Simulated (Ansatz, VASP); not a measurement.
**SnTe3 in VASP and in Ansatz**

The input INCAR:

```
PREC     = Accurate       # precision mode
ENCUT    = 500            # plane-wave cutoff, eV
EDIFF    = 1E-6           # SCF threshold, eV
ISMEAR   = -1             # smearing method
SIGMA    = 0.05           # smearing width, eV
LREAL    = F              # projectors in reciprocal space
LASPH    = T              # aspherical terms in the spheres
NELM     = 120            # most SCF steps
ALGO     = Normal         # electronic algorithm
ISIF     = 2              # what is computed and relaxed
LWAVE    = F              # write WAVECAR
LCHARG   = T              # write CHGCAR
GGA      = PE             # functional
IVDW     = 12             # dispersion correction
LELF     = T              # ELF
LVHAR    = T            
NBANDS   = 24             # bands
GGA_COMPAT= F
```

KPOINTS

```
regular mesh
0
Gamma
  3 3 3
```

File POSCAR:

```
SnTe3
1.0
    0.0000000000      3.7401001052      3.7401001052
    3.7401001052      0.0000000000      3.7401001052
    3.7401001052      3.7401001052      0.0000000000
Sn Te
1 3
Direct
    0.0000000000      0.0000000000      0.0000000000
    0.2500000000      0.2500000000      0.2500000000
    0.7500000000      0.7500000000      0.7500000000
    0.5000000000      0.5000000000      0.5000000000
```

Input for Ansatz:

```yaml
crystal:
  lattice:
    - [-2.2595472878954e-16, 3.740100105191894, 3.740100105191895]
    - [3.740100105191894, 3.762873119078233e-16, 3.740100105191895]
    - [3.7401001051918934, 3.7401001051918943, -2.632242164160377e-18]
  atoms:
    - { symbol: Sn, position: [1.147631975666013e-20, -5.0617286759166615e-20, 5.061728675915925e-20] }
    - { symbol: Te, position: [0.24999999999999997, 0.24999999999999997, 0.24999999999999997] }
    - { symbol: Te, position: [0.7499999999999998, 0.7499999999999999, 0.7500000000000002] }
    - { symbol: Te, position: [0.49999999999999994, 0.49999999999999994, 0.49999999999999994] }
basis:
  ecutwfc: 470.0
  ecutrho_ratio: 8
kpoints:
  mp_grid:
    grid: [3, 3, 3]
hamiltonian:
  xc: pbe
  dispersion: d3bj
scf:
  mixing:
    algorithm: broyden
    beta: 0.2
    ndim: 12
  occupations:
    method: fermi_dirac
    width: 0.05
output:
  forces: true
  stress: true
```

Alike in both runs: task single point; functional PBE; dispersion D3(BJ); k mesh 3 × 3 × 3; occupations fermi-dirac, width 0.05 eV; no spin polarisation.

```csv
,VASP,Ansatz
version,VASP 6.6.1,Ansatz 0.2.0
potentials or method,"VASP PAW PBE potentials, release 64 (Sn_d, Te), cutoff 500 eV","plane waves, PAW"
valence electrons in the cell,32,62
```

|  | VASP | Ansatz | Ansatz less VASP |
| --- | --- | --- | --- |
| pressure (GPa) | -0.2 | -0.1 | +0.07 |

VASP's potentials hold 32 valence electrons a cell and Ansatz's 62, so a difference there can come from the potentials and not from the codes.

The k mesh is coarse, so the values compare programs but aren't converged. Spin-orbit coupling is off throughout.
